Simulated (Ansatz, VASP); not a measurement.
# Ni in VASP and in Ansatz

POSCAR

```
Ni
1.0
    0.0000000000      1.7753500000      1.7753500000
    1.7753500000      0.0000000000      1.7753500000
    1.7753500000      1.7753500000      0.0000000000
Ni
1
Direct
    0.0000000000      0.0000000000      0.0000000000
```

The input INCAR.step1:

```
SYSTEM = Ni
  ALGO = Normal
  EDIFF = 1E-4
  ENCUT = 520
  GGA = PE
  ISMEAR = -1
  ISPIN = 2
  LASPH = .TRUE.
  LCHARG = .FALSE.
  LMAXMIX = 4
  LREAL = .FALSE.
  LWAVE = .TRUE.
  MAGMOM = 2
  NBANDS = 15
  NELM = 150
  PREC = Accurate
  SIGMA = 0.001
```

The input INCAR.step2:

```
SYSTEM = Ni
  ALGO = Normal
  EDIFF = 1E-7
  ENCUT = 520
  ISIF = 2
  ISMEAR = -1
  ISPIN = 2
  ISTART = 1
  LASPH = .TRUE.
  LCHARG = .FALSE.
  LMAXMIX = 4
  LMIXTAU = .TRUE.
  LORBIT = 11
  LREAL = .FALSE.
  LWAVE = .FALSE.
  MAGMOM = 2
  METAGGA = R2SCAN
  NBANDS = 15
  NELM = 150
  PREC = Accurate
  SIGMA = 0.001
```

File KPOINTS:

```
k-points
0
G
  12 12 12
  0 0 0
```

Input for Ansatz:

```yaml
crystal:
  lattice:
    - [0.0, 1.77535, 1.77535]
    - [1.77535, 0.0, 1.77535]
    - [1.77535, 1.77535, 0.0]
  atoms:
    - { symbol: Ni, position: [0.0, 0.0, 0.0], spin: 2.0 }
magnetization:
  spin_polarized: true
hamiltonian:
  xc: r2scan
  pseudopotentials: { kind: paw }
basis:
  ecutwfc: 500
kpoints:
  mp_grid: { grid: [12, 12, 12] }
scf:
  occupations: { method: fermi_dirac, width: 0.001 }
  lower_state_search: "off"
  algorithm: density_mixing
  max_iter: 70
  mixing: {}
output:
  forces: true
  stress: true
```

Alike in both runs: task single point; functional r2SCAN; k mesh 12 × 12 × 12; occupations fermi-dirac, width 0.001 eV; collinear spin.

|  | VASP | Ansatz |
| --- | --- | --- |
| version | VASP 6.6.1 | Ansatz 0.2.0 |
| potentials or method | VASP PAW PBE potentials, release 64 (Ni), cutoff 520 eV | PAW, plane waves, scalar-relativistic |
| valence electrons in the cell | 10 | 18 |

Ansatz gave:

| Item | Value |
| --- | --- |
| pressure (GPa) | -11.9 |
| net moment per atom (μB) | 0.75 |
| size of the moment on the site where the two differ most (μB) | 0.82 |

Task: Estimate VASP's values.

Result: Pressure (GPa): -11.3; net moment per atom (μB): 0.75; size of the moment on the site where the two differ most (μB): 0.78.

VASP's potentials were made for PBE, not for r2SCAN. Site moments also hang on the region over which each program counts them. VASP's potentials hold 10 valence electrons a cell and Ansatz's 18, so a difference there can come from the potentials and not from the codes. Ansatz's warnings: stability check not made.
